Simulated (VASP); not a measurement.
Input of a VASP 6.6.1 run:

INCAR

```
SYSTEM = ZnAu
ALGO = Normal
EDIFF = 1E-6
ENCUT = 500
GGA_COMPAT = .False.
ISIF = 2
ISMEAR = -1
LASPH = .True.
LCHARG = .True.
LELF = .True.
LREAL = .False.
LVHAR = .True.
LWAVE = .False.
NBANDS = 18
NELM = 120
PREC = Accurate
SIGMA = 0.15
```

The input KPOINTS:

```
k-points
0
Gamma
  5 5 5
  0 0 0
```

File POSCAR:

```
ZnAu
1.0
    3.1470000000      0.0000000000      0.0000000000
    0.0000000000      3.1470000000      0.0000000000
    0.0000000000      0.0000000000      3.1470000000
Zn Au
1 1
Direct
    0.5000000000      0.5000000000      0.5000000000
    0.0600000000      0.0000000000      0.0000000000
```

Potentials or basis: VASP PAW LDA potentials, release 64 (Zn, Au).

Run with:

```sh
$ cat potpaw_LDA.64/Zn/POTCAR potpaw_LDA.64/Au/POTCAR > POTCAR
$ mpirun -np 1 vasp_std > vasp.out
```

**Question.** Predict the pressure.

**Answer.** -4.0 GPa.

**Question.** What does it give for the largest force?

**Answer.** 0.569 eV/Å.

Stress tensor (GPa, compression positive):
```
-4.79  0.00  0.00
 0.00 -3.60  0.00
 0.00  0.00 -3.60
```

Caveat: the k points lie up to 0.40 Å⁻¹ apart.
